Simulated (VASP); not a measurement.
# F (P6_3/mmc) in VASP: a series of runs

The runs below take F through single point, with PBE.

Program: VASP 6.6.1. These are calculated values, not measurements. Logs are shortened: lines on timing, memory, paths and dates and some standing lists are left out, and cuts for length are marked.

## 1. The cell of the first run

Symmetry: P6_3/mmc, No. 194, hexagonal system. Conventional cell: a = 2.864 Å, b = 2.864 Å, c = 2.881 Å, α = 90.00°, β = 90.00°, γ = 120.00°. F (site symmetry -6m2) has 14 F at 2.19 to 2.88 Å within 2.9 Å.

## 2. Single point, PBE (10.24 Å³/atom)

Contents of INCAR:

```
SYSTEM = F
PREC     = Accurate       ! precision mode
ENCUT    = 520            ! plane-wave cutoff, eV
EDIFF    = 1E-7           ! SCF threshold, eV
ISMEAR   = -1             ! smearing method
SIGMA    = 0.08           ! smearing width, eV
LREAL    = .False.        ! projectors in reciprocal space
LASPH    = .True.         ! aspherical terms in the spheres
NELM     = 100            ! most SCF steps
ALGO     = Normal         ! electronic algorithm
ISIF     = 2              ! what is computed and relaxed
LWAVE    = .False.        ! write WAVECAR
LCHARG   = .True.         ! write CHGCAR
GGA      = PE             ! functional
LELF     = .True.         ! ELF
LVHAR    = .True.       
NBANDS   = 14             ! bands
```

Contents of KPOINTS:

```
regular mesh
0
Gamma
  19 19 10
  0 0 0
```

Contents of POSCAR:

```
F
1.0
    2.8642521325      0.0000000000      0.0000000000
   -1.4321260662      2.4805151096      0.0000000000
    0.0000000000      0.0000000000      2.8811936227
F
2
Direct
    0.3333333333      0.6666666667      0.2500000000
    0.6666666667      0.3333333333      0.7500000000
```

Potentials or basis: VASP PAW PBE potentials, release 64 (F).

Launch:

```
$ cat potpaw_PBE.64/F/POTCAR > POTCAR
$ mpirun -np 1 vasp_std > vasp.out
```

OUTCAR:

```text
SYSTEM = F
   PREC = Accurate
   ENCUT = 520
   EDIFF = 1E-7
   ISMEAR = -1
   LREAL = .False.
   LASPH = .True.
   NELM = 100
   ISIF = 2
   GGA = PE

 ion  position               nearest neighbor table
   1  0.333  0.667  0.250-
   2  0.667  0.333  0.750-

  LATTYP: Found a hexagonal cell.
 ALAT       =     2.8642521325
 C/A-ratio  =     1.0059148041

  Lattice vectors:

 A1 = (   2.8642521325,   0.0000000000,   0.0000000000)
 A2 = (  -1.4321260662,   2.4805151096,   0.0000000000)
 A3 = (   0.0000000000,   0.0000000000,   2.8811936227)

Analysis of symmetry for initial positions (statically):
=====================================================================
 Subroutine PRICEL returns:
 Original cell was already a primitive cell.

 Routine SETGRP: Setting up the symmetry group for a
 hexagonal supercell.

 Subroutine GETGRP returns: Found 24 space group operations
 (whereof 12 operations were pure point group operations)
 out of a pool of 24 trial point group operations.

The static configuration has the point symmetry D_3d.
 The point group associated with its full space group is D_6h.

Analysis of symmetry for dynamics (positions and initial velocities):
=====================================================================
 Subroutine PRICEL returns:
 Original cell was already a primitive cell.

 Routine SETGRP: Setting up the symmetry group for a
 hexagonal supercell.

 Subroutine GETGRP returns: Found 24 space group operations
 (whereof 12 operations were pure point group operations)
 out of a pool of 24 trial point group operations.

The dynamic configuration has the point symmetry D_3d.
 The point group associated with its full space group is D_6h.

 Subroutine INISYM returns: Found 24 space group operations
 (whereof 12 operations are pure point group operations),
 and found     1 'primitive' translations

----------------------------------------------------------------------------------------

                                     Primitive cell

  volume of cell :      20.4704

  direct lattice vectors                    reciprocal lattice vectors
     2.864252132  0.000000000  0.000000000     0.349131275  0.201571036  0.000000000
    -1.432126066  2.480515110  0.000000000     0.000000000  0.403142072  0.000000000
     0.000000000  0.000000000  2.881193623     0.000000000  0.000000000  0.347078375

  length of vectors
     2.864252132  2.864252132  2.881193623     0.403142072  0.403142072  0.347078375

  position of ions in fractional coordinates (direct lattice)
     0.333333333  0.666666667  0.250000000
     0.666666667  0.333333333  0.750000000
[... 89 lines left out ...]
   NUPDOWN=      -1.0000    fix difference up-down
   EMIN   =  10.00;   EMAX   =-10.00  energy-range for DOS
   EFERMI =   0.00;   METHOD = LEGACY
   ISMEAR =    -1;   SIGMA  =   0.08  broadening in eV -4-tet -1-fermi 0-gaus
   EFERMI_NEDOS =   21; number of points for ismear=-14 and -15
   IALGO  =     38    algorithm
   IMIX   =      4    mixing-type and parameters
     AMIX     =   0.40;   BMIX     =  1.00
     AMIX_MAG =   1.60;   BMIX_MAG =  1.00
  volume/ion in A,a.u.               =      10.24        69.07
  Fermi-wavevector in a.u.,A,eV,Ry     =   1.442367  2.725678 28.305851  2.080421
  Thomas-Fermi vector in A             =   2.560895
   LORBIT       =      0    0 simple, 1 ext, 2 COOP (PROOUT), +10 PAW based schemes
   GGA     = PE    functional components
   LHFCALC =     F    Hartree Fock is set to
   AEXX    =    0.0000 exact exchange contribution
   IVDW    =     0    specifies the selected vdW correction
   LEPSILON=     F    determine dielectric tensor
   LRPA    =     F    only Hartree local field effects (RPA)
 non-spin polarized calculation
  energy-cutoff  :      520.00
  volume of cell :       20.47
 maximum number of plane-waves:       566
 NGX is ok and might be reduce to    24
   NGX = 11   NGY = 11   NGZ = 11

 number of electron      13.9999992 magnetization

 Free energy of the ion-electron system (eV)
  ---------------------------------------------------
  ext. energy  EPLUGINS =         0.00000000
  ---------------------------------------------------
  free energy    TOTEN  =        -1.95788289 eV

  energy without entropy =       -1.87485931  energy(sigma->0) =       -1.91637110

 E-fermi :  -3.0750     XC(G=0): -10.1011

 val. band max:       -3.0792444988   @ k =   0.3684   0.2632   0.3000
 cond. band min:      -3.0658213472   @ k =   0.2105   0.1053   0.1000
 fundamental gap:      0.0134231517
 Fermi energy:        -3.0749782887

 k-point     1 :       0.0000    0.0000    0.0000
  band No.  band energies     occupation
      1     -25.4744      2.00000
      2     -22.2307      2.00000
      3      -6.3874      2.00000
      4      -5.1173      2.00000
      5      -5.1173      2.00000
      6      -3.2835      1.86250
      7      -3.2835      1.86250
      8      -2.6001      0.00527
      9       9.6350      0.00000
     10      16.7967      0.00000
     11      23.5996      0.00000
     12      23.5996      0.00000
     13      26.0875      0.00000
     14      27.1719      0.00000
[... 377 lines left out ...]
      1     -24.5007      2.00000
      2     -22.9689      2.00000
      3      -6.4362      2.00000
      4      -5.6376      2.00000
      5      -5.3771      2.00000
      6      -4.1545      2.00000
      7      -3.6094      1.99749
      8      -2.9062      0.21627
      9      12.9046      0.00000
     10      17.4972      0.00000
     11      18.5901      0.00000
     12      23.8768      0.00000
     13      25.5770      0.00000
     14      27.6867      0.00000

 [... further k-points ...]

------------------------ aborting loop because EDIFF is reached ----------------------------------------

  FORCE on cell =-STRESS in cart. coord.  units (eV):
  Direction    XX          YY          ZZ          XY          YZ          ZX
  --------------------------------------------------------------------------------------
  -------------------------------------------------------------------------------------
  Total        0.1843101      0.1843101      0.3098541      0.0000000      0.0000000      0.0000000
  in kB       14.4256069     14.4256069     24.2517053      0.0000000      0.0000000      0.0000000
  external PRESSURE =      17.7009730 kB  Pullay stress =       0.0000000 kB

 VOLUME and BASIS-vectors are now :
 -----------------------------------------------------------------------------
  energy-cutoff  :      520.00
  volume of cell :       20.47
      direct lattice vectors                 reciprocal lattice vectors
     2.864252132  0.000000000  0.000000000     0.349131275  0.201571036  0.000000000
    -1.432126066  2.480515110  0.000000000     0.000000000  0.403142072  0.000000000
     0.000000000  0.000000000  2.881193623     0.000000000  0.000000000  0.347078375

 POSITION                                       TOTAL-FORCE (eV/Angst)
 -----------------------------------------------------------------------------------
     -0.00000      1.65368      0.72030        -0.000000      0.000000      0.000000
      1.43213      0.82684      2.16090         0.000000     -0.000000     -0.000000
 -----------------------------------------------------------------------------------
    total drift:                               -0.000000      0.000000     -0.000000

  FREE ENERGIE OF THE ION-ELECTRON SYSTEM (eV)
  ---------------------------------------------------
  free  energy   TOTEN  =        -1.9578828945 eV

  energy  without entropy=       -1.8748593105  energy(sigma->0) =       -1.91637110
```

Wall time 60 s (1 thread of Intel Xeon 8259CL, shared host); peak memory 0.17 GiB.

What came out:

```
Free energy            : -1.9579 eV
Pressure               : 1.8 GPa
Band gap on the k mesh : zero (bands 7 and 8 overlap by 1.60 eV)
```

Stress tensor (GPa, compression positive):
```
1.44 0.00 0.00
0.00 1.44 0.00
0.00 0.00 2.43
```

Caveat: the atoms stand far beyond bonding distance, and open shells without spin polarisation read as a metal.

## 3. Single point, PBE (10.45 Å³/atom)

This run uses another cell than the first one, of 10.45 Å³/atom.

Contents of INCAR:

```
SYSTEM = F
PREC = Accurate
ENCUT = 520
EDIFF = 1E-7
ISMEAR = -1
SIGMA = 0.08
LREAL = .FALSE.
LASPH = .TRUE.
NELM = 80
ALGO = Normal
ISIF = 2
LWAVE = .FALSE.
LCHARG = .FALSE.
GGA = PE
NBANDS = 14
```

Contents of KPOINTS:

```
regular mesh
0
G
  19 19 10
  0 0 0
```

Contents of POSCAR:

```
F
1.0
    2.8840062197      0.0000000000      0.0000000000
   -1.4420031098      2.4976226509      0.0000000000
    0.0000000000      0.0000000000      2.9010645515
F
2
Direct
    0.3333333333      0.6666666667      0.2500000000
    0.6666666667      0.3333333333      0.7500000000
```

Potentials or basis: VASP PAW PBE potentials, release 64 (F).

Launch:

```
$ cat potpaw_PBE.64/F/POTCAR > POTCAR
$ mpirun -np 1 vasp_std > vasp.out
```

Wall time 57 s (1 thread of Intel Xeon 8259CL, shared host); peak memory 0.17 GiB.

It converged, with:

```yaml
Free_energy: -1.9627 eV
Pressure: 0.5 GPa
Band_gap_on_the_k_mesh: zero (bands 7 and 8 overlap by 1.55 eV)
```

Stress tensor (GPa, compression positive):
```
0.31 0.00 0.00
0.00 0.31 0.00
0.00 0.00 0.73
```

Levels at points of the mesh, in eV from the Fermi level:
```
           k point  band 4  band 5  band 6  band 7  band 8  band 9  band 10  band 11
(0.00, 0.00, 0.00)   -1.98   -1.98   -0.20   -0.20    0.46   12.59    19.83    26.52
(0.00, 0.00, 0.50)   -2.04   -1.04   -1.04   -1.04   -1.04   16.90    16.90    27.20
```

Caveat: the atoms stand far beyond bonding distance, and open shells without spin polarisation read as a metal.

(Continued in part 2 of 2.)
